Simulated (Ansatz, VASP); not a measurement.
## AlN in VASP and in Ansatz

```xyz
4
Lattice="2.8108 0.0000 0.0000 -1.4054 2.4342 0.0000 0.0000 0.0000 4.8033" Properties=species:S:1:pos:R:3 pbc="T T T"
Al    0.0000    0.0000    0.0000
Al    0.0000    0.0000    2.4016
N     0.0000    1.6228    1.2008
N     1.4054    0.8114    3.6024
```

Change from the starting cell: hydrostatic strain -0.8%.

Alike in both runs: task single point; functional r2SCAN; k mesh 12 × 12 × 6; no spin polarisation.

```csv
,VASP,Ansatz
version,VASP 6.6.1,Ansatz 0.2.0
potentials or method,"VASP PAW PBE potentials, release 64 (Al, N)","plane waves, PAW"
plane-wave cutoff (eV),520,500
occupations,"gaussian, width 0.01 eV",fixed
valence electrons in the cell,16,16
```

|  | VASP | Ansatz | Ansatz less VASP |
| --- | --- | --- | --- |
| gap on the k mesh at the Fermi level (eV) | 5.86 | 5.87 | +0.002 |
| pressure (GPa) | 5.7 | 6.5 | +0.77 |
| traceless stress, the component that is largest in VASP (GPa) | 0.62 | 0.72 | +0.105 |

VASP's potentials were made for PBE, not for r2SCAN.
